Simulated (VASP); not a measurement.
Wanted: the native input for a VASP 6.6.1 run.

```yaml
Task: single point
Functional: PBE
Potentials_or_basis: VASP PAW PBE potentials, release 64 (Cs_sv, Ba_sv)
Cutoff: 520 eV
k_mesh: 4 × 4 × 4
Occupations: gaussian, width 0.1 eV
Spin: no spin polarisation
Dipole_correction: no
Further_INCAR_settings: ALGO = Fast; EDIFF = 1e-06; NBANDS = 28
```

The structure of CsBa3 lies in POSCAR:

```
CsBa3
1.0
    6.6043710000      0.0000000000      0.0000000000
    0.0000000000      6.6043710000      0.0000000000
    0.0000000000      0.0000000000      6.6043710000
Cs Ba
1 3
Direct
    0.0000000000      0.0000000000      0.0000000000
    0.0000000000      0.5000000000      0.5000000000
    0.5000000000      0.0000000000      0.5000000000
    0.5000000000      0.5000000000      0.0000000000
```

One way to write it, as run:

INCAR

```
PREC = Accurate
ENCUT = 520
EDIFF = 1E-6
ISMEAR = 0
SIGMA = 0.1
LREAL = False
LASPH = True
NELM = 60
ALGO = Fast
ISIF = 2
LWAVE = False
LCHARG = False
GGA = PE
NBANDS = 28
```

KPOINTS

```
Automatic mesh
0
Gamma
  4 4 4
```

Potentials or basis: VASP PAW PBE potentials, release 64 (Cs_sv, Ba_sv).

The run is started by

```console
$ cat potpaw_PBE.64/Cs_sv/POTCAR potpaw_PBE.64/Ba_sv/POTCAR > POTCAR
$ mpirun -np 1 vasp_std > vasp.out
```

It gave:

```json
{"Pressure": "0.0 GPa", "Band gap on the k mesh": "zero (an odd number of electrons rules out a gap without spin polarisation)"}
```

Caveat: spin-orbit coupling is left out, which moves the levels of the heavy elements.

Run time: 3.5 min on 1 thread of Intel Xeon 8259CL, on a shared host, peak memory 0.38 GiB.
